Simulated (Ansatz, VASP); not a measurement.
# One calculation of SiC, two programs

```
CELL_PARAMETERS angstrom
3.09177 0.00000 0.00000
-1.54588 2.67755 0.00000
0.00000 0.00000 5.07402
ATOMIC_POSITIONS crystal
Si 0.33333 0.66667 0.00456
Si 0.66667 0.33333 0.50456
C 0.33333 0.66667 0.38044
C 0.66667 0.33333 0.88044
```

Alike in both runs: task relaxation of cell and atoms; functional PBE; dispersion D3(BJ); k mesh 12 × 12 × 6; occupations gaussian, width 0.02 eV; no spin polarisation.

|  | VASP | Ansatz |
| --- | --- | --- |
| version | VASP 6.6.1 | Ansatz 0.2.0 |
| potentials or method | VASP PAW PBE potentials, release 64 (Si, C), cutoff 600 eV | scalar-relativistic, plane waves, PAW |
| valence electrons in the cell | 16 | 16 |

Ansatz gave:

* gap on the k mesh at the Fermi level, each at its own relaxed structure (eV): 2.27
* relaxed volume (Å³/atom): 10.28
* relaxed cell length with the largest relative difference (Å): 3.070

Task: What did VASP give for the same quantities?

Result: gap on the k mesh at the Fermi level, each at its own relaxed structure (eV): 2.26; relaxed volume (Å³/atom): 10.27; relaxed cell length with the largest relative difference (Å): 3.069.
